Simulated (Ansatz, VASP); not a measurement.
# H4CO: VASP beside Ansatz

```
C O H
1.0
     8.05483    0.00000    0.00000
     0.00000    8.05483    0.00000
     0.00000    0.00000    8.05483
C O H
6 6 24
Direct
  0.70565 0.58852 0.59292
  0.46450 0.20438 0.16362
  0.08035 0.03341 0.71768
  0.12879 0.49320 0.32566
  0.28914 0.48738 0.77615
  0.90919 0.95127 0.28572
  0.67116 0.41652 0.56121
  0.32851 0.09586 0.20105
  0.04842 0.86366 0.75886
  0.13659 0.50977 0.14867
  0.29688 0.63855 0.87015
  0.85873 0.81585 0.18328
  0.59142 0.64234 0.64388
  0.77096 0.36766 0.51465
  0.80586 0.60563 0.68467
  0.73871 0.65572 0.47823
  0.43547 0.32529 0.21859
  0.35902 0.98609 0.16200
  0.58152 0.15920 0.21805
  0.48083 0.22051 0.02867
  0.95887 0.09120 0.69216
  0.15232 0.80648 0.78984
  0.13892 0.10249 0.82079
  0.15899 0.04724 0.60572
  0.23059 0.56779 0.37662
  0.04400 0.44888 0.10169
  0.01102 0.54274 0.37430
  0.14619 0.36301 0.36391
  0.27539 0.51994 0.64462
  0.26088 0.60917 0.98277
  0.40328 0.41276 0.79018
  0.18151 0.41097 0.81240
  0.85822 0.92868 0.41009
  0.92089 0.82160 0.07961
  0.04515 0.96215 0.29607
  0.86007 0.07095 0.23973
```

Alike in both runs: functional PBE; dispersion D3(BJ); k mesh 1 × 1 × 1; occupations fermi-dirac, width 0.02 eV; no spin polarisation.

Ansatz relaxed the structure, and its values are those at the end. VASP's run is a single point on that final structure, the one shown.

|  | VASP | Ansatz |
| --- | --- | --- |
| version | VASP 6.6.1 | Ansatz 0.2.0 |
| potentials or method | VASP PAW PBE potentials, release 64 (C, O, H), cutoff 520 eV | scalar-relativistic, plane waves, PAW |
| valence electrons in the cell | 84 | 84 |

Ansatz gave:

```
rms of the force components (eV/Å) : 0.041
```

Question: Which values does VASP return?

Answer: rms of the force components (eV/Å): 0.047.
